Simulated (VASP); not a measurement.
Write the native input for VASP 6.6.1 that does the following.

```
Task                               : single point
Functional                         : HSE06
Potentials or basis                : VASP PAW PBE potentials, release 64 (Hf_pv, N)
Cutoff                             : 520 eV
k mesh                             : 4 × 4 × 4
Occupations                        : fermi-dirac, width 0.05 eV
Spin                               : non-collinear spin, zero start, spin-orbit coupling
Starting moments                   : [[0.0, 0.0, 0.0], [0.0, 0.0, 0.0]] μB
Dipole correction                  : no
Grid for exact exchange (PRECFOCK) : Normal
Further INCAR settings             : ALGO = Normal; EDIFF = 1e-06; NBANDS = 27
Share of exact exchange            : 0.25
Screening parameter                : 0.2079 1/Å
```

HfN:

```
Hf N
1.0
     0.00000    2.45482    2.45482
     2.45482    0.00000    2.45482
     2.45482    2.45482    0.00000
Hf N
1 1
Direct
  0.00000 0.00000 0.00000
  0.25000 0.25000 0.25000
```

The input as run:

POSCAR

```
HfN
1.0
    0.0000000000      2.4548220000      2.4548220000
    2.4548220000      0.0000000000      2.4548220000
    2.4548220000      2.4548220000      0.0000000000
Hf N
1 1
Direct
    0.0000000000      0.0000000000      0.0000000000
    0.2500000000      0.2500000000      0.2500000000
```

INCAR.step1

```
PREC = Accurate
ENCUT = 520
EDIFF = 1E-5
ISMEAR = -1
SIGMA = 0.05
LREAL = F
LASPH = T
NELM = 150
ALGO = Normal
ISIF = 2
LWAVE = T
LCHARG = F
LNONCOLLINEAR = T
MAGMOM = 0 0 0 0 0 0
LORBIT = 11
LSORBIT = T
GGA_COMPAT = F
LORBMOM = T
LMAXMIX = 4
NBANDS = 27
GGA = PE
```

INCAR.step2

```
PREC = Accurate
ENCUT = 520
EDIFF = 1E-6
ISMEAR = -1
SIGMA = 0.05
LREAL = F
LASPH = T
NELM = 150
ALGO = Normal
ISIF = 2
LWAVE = F
LCHARG = F
LNONCOLLINEAR = T
MAGMOM = 0 0 0 0 0 0
LORBIT = 11
LSORBIT = T
GGA_COMPAT = F
LORBMOM = T
LMAXMIX = 4
GGA = PE
LHFCALC = T
HFSCREEN = 0.2079
PRECFOCK = Normal
NBANDS = 27
ISTART = 1
```

KPOINTS

```
regular mesh
0
Gamma
  4 4 4
```

Potentials or basis: VASP PAW PBE potentials, release 64 (Hf_pv, N).

Launch:

```console
$ cat potpaw_PBE.64/Hf_pv/POTCAR potpaw_PBE.64/N/POTCAR > POTCAR
$ cp INCAR.step1 INCAR
$ mpirun -np 1 vasp_ncl > vasp.out
$ cp INCAR.step2 INCAR
$ mpirun -np 1 vasp_ncl > vasp.out
```

It gave:

```
Pressure                                              : -3.7 GPa
Net moment                                            : 0.00 μB per cell
Valence electrons inside the program's atomic spheres : Hf 8.59; N 3.77
```

Caveat: the k points lie up to 0.55 Å⁻¹ apart; the PAW data sets were made with another functional, which shifts forces and pressure a little.

It took 17 min on 1 thread of Intel(R) Xeon(R) Platinum 8488C (Sapphire Rapids), with other jobs on the host, peak memory 0.35 GiB.
